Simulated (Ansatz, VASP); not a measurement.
**Be2Te in VASP and in Ansatz**

File INCAR:

```
SYSTEM = Be2Te
PREC     = Accurate       ! precision mode
ENCUT    = 600            ! plane-wave cutoff, eV
EDIFF    = 1E-7           ! SCF threshold, eV
ISMEAR   = 0              ! smearing method
SIGMA    = 0.1            ! smearing width, eV
LREAL    = .FALSE.        ! projectors in reciprocal space
LASPH    = .TRUE.         ! aspherical terms in the spheres
NELM     = 120            ! most SCF steps
ALGO     = Normal         ! electronic algorithm
ISIF     = 3              ! what is computed and relaxed
LWAVE    = .FALSE.        ! write WAVECAR
LCHARG   = .FALSE.        ! write CHGCAR
GGA      = PE             ! functional
IBRION   = 2              ! ionic algorithm
NSW      = 90             ! ionic steps
EDIFFG   = -0.04          ! ionic threshold
GGA_COMPAT= .FALSE.      
NELMIN   = 4
```

The input KPOINTS:

```
Automatic mesh
0
G
  6 6 6
  0 0 0
```

File POSCAR:

```
Be2Te
1.0
    0.0000000000      2.8653048747      2.8653048747
    2.8653048747      0.0000000000      2.8653048747
    2.8653048747      2.8653048747      0.0000000000
Be Te
2 1
Direct
    0.2500000000      0.2500000000      0.2500000000
    0.7500000000      0.7500000000      0.7500000000
    0.0000000000      0.0000000000      0.0000000000
```

Input for Ansatz:

```yaml
crystal:
  lattice:
    - [0.0, 2.8653048747, 2.8653048747]
    - [2.8653048747, 0.0, 2.8653048747]
    - [2.8653048747, 2.8653048747, 0.0]
  atoms:
    - { symbol: Be, position: [0.25, 0.25, 0.25] }
    - { symbol: Be, position: [0.75, 0.75, 0.75] }
    - { symbol: Te, position: [0.0, 0.0, 0.0] }
basis:
  ecutwfc: 420
kpoints:
  mp_grid: { grid: [6, 6, 6] }
hamiltonian:
  xc: pbe
scf:
  occupations: { method: gaussian, width: 0.1 }
  lower_state_search: "off"
output:
  forces: true
  stress: true
  eigenvalues: true
relax:
  adjacent_minimum: "off"
  f_tol: 0.04
  max_steps: 70
  cell: { stress_tol: 0.4 }
```

Alike in both runs: task relaxation of cell and atoms; functional PBE; k mesh 6 × 6 × 6; occupations gaussian, width 0.1 eV; no spin polarisation.

```csv
,VASP,Ansatz
version,VASP 6.6.1,Ansatz 0.2.0
potentials or method,"VASP PAW PBE potentials, release 64 (Be, Te), cutoff 600 eV","scalar-relativistic, plane waves, PAW"
valence electrons in the cell,10,20
```

VASP gave:

| Property | Result |
| --- | --- |
| gap on the k mesh at the Fermi level, each at its own relaxed structure (eV) | none |
| relaxed volume (Å³/atom) | 18.71 |
| relaxed length of the cell vector where the two differ most in proportion (Å) | 4.298 |

Problem. Estimate Ansatz's values.

Solution. gap on the k mesh at the Fermi level, each at its own relaxed structure (eV): none; relaxed volume (Å³/atom): 18.53; relaxed length of the cell vector where the two differ most in proportion (Å): 4.284.

A gap of «none» marks a metal or a gap that the smearing closes. VASP's potentials hold 10 valence electrons a cell and Ansatz's 20, so a difference there can come from the potentials and not from the codes.

Spin-orbit coupling is off throughout. Noted on VASP's run: the volume moved by over 15 % at a fixed basis, so the end points are rough.
